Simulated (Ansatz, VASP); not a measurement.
Two plane-wave programs on CdH

```
Cd H
1.0
     0.00000    2.47693    2.47693
     2.47693    0.00000    2.47693
     2.47693    2.47693    0.00000
Cd H
1 1
Direct
  0.00000 0.00000 0.00000
  0.50000 0.50000 0.50000
```

Alike in both runs: task single point; functional PBE; k mesh 6 × 6 × 6; occupations gaussian, width 0.1 eV; no spin polarisation.

```csv
,VASP,Ansatz
version,VASP 6.6.1,Ansatz 0.2.0
potentials or method,"VASP PAW PBE potentials, release 64 (Cd, H), cutoff 520 eV","scalar-relativistic, plane waves, PAW"
valence electrons in the cell,13,21
```

Ansatz gave:

| Quantity | Value |
| --- | --- |
| gap on the k mesh at the Fermi level (eV) | none |
| pressure (GPa) | -3.0 |

What did VASP give for the same quantities?

gap on the k mesh at the Fermi level (eV): none; pressure (GPa): -2.9.

A gap of «none» marks a metal or a gap that the smearing closes. VASP's potentials hold 13 valence electrons a cell and Ansatz's 21, so a difference there can come from the potentials and not from the codes.

The k mesh is coarse, so the values compare programs but aren't converged.
